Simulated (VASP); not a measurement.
Ni:

```
CELL_PARAMETERS angstrom
0.00000 1.73757 1.77232
1.73757 0.00000 1.77232
1.73757 1.73757 0.00000
ATOMIC_POSITIONS crystal
Ni 0.00000 0.00000 0.00000
```

Base run:

| Item | Value |
| --- | --- |
| Program | VASP 6.6.1 |
| Functional | PBEsol |
| Potentials or basis | VASP PAW PBE potentials, release 64 (Ni) |
| Cutoff | 520 eV |
| k mesh | 11 × 11 × 11 |
| Occupations | fermi-dirac, width 0.05 eV |
| Spin | collinear spin, ferromagnetic start |
| Starting moments | [1.0] μB |

Its results: pressure -6.7 GPa; net moment 0.57 μB per cell; site moments Ni +0.58 μB.

**Question.** The run is repeated on the same cell with these changes: functional from PBEsol to PBE; further incar settings from ALGO = Normal; EDIFF = 1e-07; NBANDS = 15 to ALGO = Normal; EDIFF = 1e-06; NBANDS = 15. What comes out?

**Answer.** Pressure 3.2 GPa; net moment 0.57 μB per cell; site moments Ni +0.59 μB.

Caveats: the PAW data sets were made with another functional, which shifts forces and pressure a little (some runs).
